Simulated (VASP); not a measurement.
# Al in VASP: relaxation of the atoms with PBE

Aim: the relaxation of the atoms of Al with PBE.

Program: VASP 6.6.1. These are calculated values, not measurements. Logs are shortened: lines on timing, memory, paths and dates and some standing lists are left out, and cuts for length are marked.

## 1. The cell of the first run

The cell holds a slab with vacuum, 6 atoms: a = 2.857 Å, b = 2.857 Å, c = 26.103 Å, α = 90.00°, β = 90.00°, γ = 90.00°.

## 2. Relaxation of the atoms, PBE

Input file INCAR:

```
  PREC = Accurate
  ENCUT = 520
  EDIFF = 1E-6
  ISMEAR = -1
  SIGMA = 0.08
  LREAL = F
  LASPH = T
  NELM = 100
  ALGO = Normal
  ISIF = 2
  LWAVE = F
  LCHARG = F
  LDIPOL = T
  IDIPOL = 3
  DIPOL = 0.5 0.5 0.500
  GGA = PE
  IBRION = 2
  NSW = 32
  EDIFFG = -0.01
```

Input file KPOINTS:

```
regular mesh
0
Gamma
  14 14 1
```

Input file POSCAR:

```
Al
1.0
    2.8574853682      0.0000000000      0.0000000000
    0.0000000000      2.8574853682      0.0000000000
    0.0000000000      0.0000000000     26.1027000000
Al
6
Direct
    0.2500000000      0.2500000000      0.3046289729
    0.7500000000      0.7500000000      0.3834679539
    0.2500000000      0.2500000000      0.4612594304
    0.7500000000      0.7500000000      0.5387405689
    0.2500000000      0.2500000000      0.6165320451
    0.7500000000      0.7500000000      0.6953710288
```

Potentials or basis: VASP PAW PBE potentials, release 64 (Al).

Command:

```
$ cat potpaw_PBE.64/Al/POTCAR > POTCAR
$ mpirun -np 1 vasp_std > vasp.out
```

OUTCAR:

```text
PREC = Accurate
   ENCUT = 520
   EDIFF = 1E-6
   ISMEAR = -1
   LREAL = F
   LASPH = T
   NELM = 100
   ISIF = 2
   GGA = PE
   IBRION = 2
   NSW = 32
   EDIFFG = -0.01

 ion  position               nearest neighbor table
   1  0.250  0.250  0.305-   2 2.88   2 2.88   2 2.88   2 2.88
   2  0.750  0.750  0.383-   3 2.86   3 2.86   3 2.86   3 2.86   1 2.88   1 2.88   1 2.88   1 2.88

   3  0.250  0.250  0.461-   4 2.86   4 2.86   4 2.86   4 2.86   2 2.86   2 2.86   2 2.86   2 2.86

   4  0.750  0.750  0.539-   3 2.86   3 2.86   3 2.86   3 2.86   5 2.86   5 2.86   5 2.86   5 2.86

   5  0.250  0.250  0.617-   4 2.86   4 2.86   4 2.86   4 2.86   6 2.88   6 2.88   6 2.88   6 2.88

   6  0.750  0.750  0.695-   5 2.88   5 2.88   5 2.88   5 2.88

  LATTYP: Found a simple tetragonal cell.
 ALAT       =     2.8574853682
 C/A-ratio  =     9.1348499245

  Lattice vectors:

 A1 = (   2.8574853682,   0.0000000000,   0.0000000000)
 A2 = (   0.0000000000,   2.8574853682,   0.0000000000)
 A3 = (   0.0000000000,   0.0000000000,  26.1027000000)

Analysis of symmetry for initial positions (statically):
=====================================================================
 Subroutine PRICEL returns:
 Original cell was already a primitive cell.

 Routine SETGRP: Setting up the symmetry group for a
 simple tetragonal supercell.

 Subroutine GETGRP returns: Found 16 space group operations
 (whereof  4 operations were pure point group operations)
 out of a pool of 16 trial point group operations.

The static configuration has the point symmetry C_2h.
 The point group associated with its full space group is D_4h.

Analysis of symmetry for dynamics (positions and initial velocities):
=====================================================================
 Subroutine PRICEL returns:
 Original cell was already a primitive cell.

 Routine SETGRP: Setting up the symmetry group for a
 simple tetragonal supercell.

 Subroutine GETGRP returns: Found 16 space group operations
 (whereof  4 operations were pure point group operations)
 out of a pool of 16 trial point group operations.

The dynamic configuration has the point symmetry C_2h.
 The point group associated with its full space group is D_4h.

 Subroutine INISYM returns: Found 16 space group operations
 (whereof  4 operations are pure point group operations),
 and found     1 'primitive' translations

----------------------------------------------------------------------------------------

                                     Primitive cell

  volume of cell :     213.1344

[... 121 lines left out ...]
   GGA     = PE    functional components
   LHFCALC =     F    Hartree Fock is set to
   AEXX    =    0.0000 exact exchange contribution
   IVDW    =     0    specifies the selected vdW correction
   LEPSILON=     F    determine dielectric tensor
   LRPA    =     F    only Hartree local field effects (RPA)
 conjugate gradient relaxation of ions
 non-spin polarized calculation
  energy-cutoff  :      520.00
  volume of cell :      213.13
 maximum number of plane-waves:      5790
 NGX is ok and might be reduce to    24
   NGX = 11   NGY = 11   NGZ = 97

 dipolmoment           0.000000      0.000000     -0.000000 electrons x Angstroem

 number of electron      18.0000000 magnetization

 dipolmoment           0.000000      0.000000      0.000000 electrons x Angstroem

 Free energy of the ion-electron system (eV)
  ---------------------------------------------------
  ext. energy  EPLUGINS =         0.00000000
  ---------------------------------------------------
  free energy    TOTEN  =       -21.53412545 eV

  energy without entropy =      -21.47326809  energy(sigma->0) =      -21.50369677

 E-fermi :   1.4885     XC(G=0):  -5.5059

 val. band max:        1.4514238466   @ k =   0.3571   0.0000   0.0000
 cond. band min:       1.5359807335   @ k =   0.3571   0.0714   0.0000
 fundamental gap:      0.0845568869
 Fermi energy:         1.4885439458

 k-point     1 :       0.0000    0.0000    0.0000
  band No.  band energies     occupation
      1      -9.3745      2.00000
      2      -8.6905      2.00000
      3      -7.6187      2.00000
      4      -6.1936      2.00000
      5      -4.4287      2.00000
      6      -2.2772      2.00000
      7      -0.7444      2.00000
      8       2.0370      0.00210
      9       4.0538      0.00000
     10       5.3168      0.00000
     11       5.7076      0.00000
     12       6.9508      0.00000
     13       7.0895      0.00000
[... 354 lines left out ...]
  band No.  band energies     occupation
      1      -6.2682      2.00000
      2      -5.5965      2.00000
      3      -4.5445      2.00000
      4      -3.1454      2.00000
      5      -1.4144      2.00000
      6      -1.3281      2.00000
      7      -0.6649      2.00000
      8       0.3301      2.00000
      9       0.7427      1.99982
     10       1.6710      0.18552
     11       2.2049      0.00026
     12       3.4058      0.00000
     13       3.7424      0.00000

 [... further k-points ...]

------------------------ aborting loop because EDIFF is reached ----------------------------------------

 vacuum level on the upper side and lower side of the slab       (xc-potential included)        -0.098        -0.098

  FORCE on cell =-STRESS in cart. coord.  units (eV):
  Direction    XX          YY          ZZ          XY          YZ          ZX
  --------------------------------------------------------------------------------------
  -------------------------------------------------------------------------------------
  Total       -1.7928707     -1.7928707     -0.0129832      0.0000000      0.0000000     -0.0000000
  in kB      -13.4773992    -13.4773992     -0.0975974      0.0000000      0.0000000     -0.0000000
  external PRESSURE =      -9.0174653 kB  Pullay stress =       0.0000000 kB

 VOLUME and BASIS-vectors are now :
 -----------------------------------------------------------------------------
  energy-cutoff  :      520.00
  volume of cell :      213.13
      direct lattice vectors                 reciprocal lattice vectors
     2.857485368  0.000000000  0.000000000     0.349958047  0.000000000  0.000000000
     0.000000000  2.857485368  0.000000000     0.000000000  0.349958047  0.000000000
     0.000000000  0.000000000 26.102700000     0.000000000  0.000000000  0.038310213

 POSITION                                       TOTAL-FORCE (eV/Angst)
 -----------------------------------------------------------------------------------
      0.71437      0.71437      7.95164        -0.000000      0.000000      0.000794
      2.14311      2.14311     10.00955        -0.000000      0.000000      0.000187
      0.71437      0.71437     12.04012         0.000000     -0.000000      0.000350
      2.14311      2.14311     14.06258        -0.000000     -0.000000     -0.000350
      0.71437      0.71437     16.09315        -0.000000     -0.000000     -0.000187
      2.14311      2.14311     18.15106         0.000000     -0.000000     -0.000794
 -----------------------------------------------------------------------------------
    total drift:                               -0.000000      0.000000      0.000008

  FREE ENERGIE OF THE ION-ELECTRON SYSTEM (eV)
  ---------------------------------------------------
  free  energy   TOTEN  =       -21.5341254467 eV

  energy  without entropy=      -21.4732680881  energy(sigma->0) =      -21.50369677

 reached required accuracy - stopping structural energy minimisation

 vacuum level on the upper side and lower side of the slab         5.670         5.670
```

CONTCAR:

```text
Al
   1.00000000000000
     2.8574853681999999    0.0000000000000000    0.0000000000000000
     0.0000000000000000    2.8574853681999999    0.0000000000000000
     0.0000000000000000    0.0000000000000000   26.1026999999999987
  Al
     6
Direct
     0.2500000000000000    0.2500000000000000    0.3046289728999980
     0.7500000000000000    0.7500000000000000    0.3834679539000021
     0.2500000000000000    0.2500000000000000    0.4612594303999984
     0.7500000000000000    0.7500000000000000    0.5387405689000033
     0.2500000000000000    0.2500000000000000    0.6165320451000014
     0.7500000000000000    0.7500000000000000    0.6953710287999968

  0.00000000E+00  0.00000000E+00  0.00000000E+00
  0.00000000E+00  0.00000000E+00  0.00000000E+00
  0.00000000E+00  0.00000000E+00  0.00000000E+00
  0.00000000E+00  0.00000000E+00  0.00000000E+00
  0.00000000E+00  0.00000000E+00  0.00000000E+00
  0.00000000E+00  0.00000000E+00  0.00000000E+00
```

Run time: 4.5 min. Hardware: 1 thread of Oxide Virtual Turin-like, shared host; peak memory 0.31 GiB.

What came out:

| Property | Result |
| --- | --- |
| Free energy | -21.5341 eV |
| Band gap on the k mesh | zero (bands 9 and 10 overlap by 4.32 eV) |

Final structure:
```
CELL_PARAMETERS angstrom
2.85749 0.00000 0.00000
0.00000 2.85749 0.00000
0.00000 0.00000 26.10270
ATOMIC_POSITIONS crystal
Al 0.25000 0.25000 0.30463
Al 0.75000 0.75000 0.38347
Al 0.25000 0.25000 0.46126
Al 0.75000 0.75000 0.53874
Al 0.25000 0.25000 0.61653
Al 0.75000 0.75000 0.69537
```

Caveat: the relaxation stopped at its first step, so nothing moved.
